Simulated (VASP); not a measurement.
A run of VASP 6.6.1 is set up as follows.

File INCAR:

```
ALGO = Normal
EDIFF = 1E-6
EDIFFG = -0.02
ENCUT = 600
IBRION = 2
ISIF = 3
ISMEAR = 0
LASPH = True
LCHARG = False
LREAL = False
LWAVE = False
NELM = 60
NSW = 80
PREC = Accurate
SIGMA = 0.1
```

File KPOINTS:

```
k-points
0
Gamma
  8 8 8
```

POSCAR

```
Sc
1.0
    2.8542760806      0.0000000000      0.0000000000
    0.0000000000      2.8542760806      0.0000000000
    0.0000000000      0.0000000000      2.8542760806
Sc
1
Direct
    0.0000000000      0.0000000000      0.0000000000
```

Potentials or basis: VASP PAW LDA potentials, release 64 (Sc_sv).

Run with:

```sh
$ cat potpaw_LDA.64/Sc_sv/POTCAR > POTCAR
$ mpirun -np 1 vasp_std > vasp.out
```

Problem. Estimate the band gap on the k mesh.

Solution. Zero (an odd number of electrons rules out a gap without spin polarisation).

Problem. Predict the relaxed cell.

Solution. a = 2.846 Å, b = 2.846 Å, c = 2.846 Å, α = 90.00°, β = 90.00°, γ = 90.00°.

Problem. What does it give for the relaxed volume?

Solution. 23.05 Å³/atom.

Final structure:
```yaml
crystal:
  lattice:
    - [2.84574, 0.00000, 0.00000]
    - [0.00000, 2.84574, 0.00000]
    - [0.00000, 0.00000, 2.84574]
  atoms:
    - { symbol: Sc, position: [0.00000, 0.00000, 0.00000] }
```
